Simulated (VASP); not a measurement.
AlN, 4 atoms in the cell. The structure is hexagonal, space group P6_3mc (No. 186). The conventional cell has a = 3.058 Å, b = 3.058 Å, c = 4.944 Å, α = 90.00°, β = 90.00°, γ = 120.00°. Within 2.5 Å of Al (site symmetry 3m) lie 4 N at 1.86 to 1.89 Å. Within 2.5 Å of N (site symmetry 3m) lie 4 Al at 1.86 to 1.89 Å. 

```yaml
Program: VASP 6.6.1
Task: relaxation of the atoms
Functional: LDA
Potentials_or_basis: VASP PAW LDA potentials, release 64 (Al, N)
Cutoff: 520 eV
k_mesh: 9 × 9 × 6
Occupations: gaussian, width 0.05 eV
Spin: no spin polarisation
Dipole_correction: no
Further_INCAR_settings: ALGO = Normal; EDIFF = 1e-07; IBRION = 2; EDIFFG = -0.01; NSW = 50
```

Potentials or basis: VASP PAW LDA potentials, release 64 (Al, N).

Run with:

```sh
$ cat potpaw_LDA.64/Al/POTCAR potpaw_LDA.64/N/POTCAR > POTCAR
$ mpirun -np 1 vasp_std > vasp.out
```

Hardware: 1 thread of AMD EPYC 7R13 Processor (Zen 3) (shared host).

Task: Estimate the wall time of this run.

Result: Wall time 38 s on 1 thread of AMD EPYC 7R13 Processor (Zen 3), with other jobs on the host, peak memory 0.11 GiB. Counts: scf iterations 27, k points 48, ion steps 3.
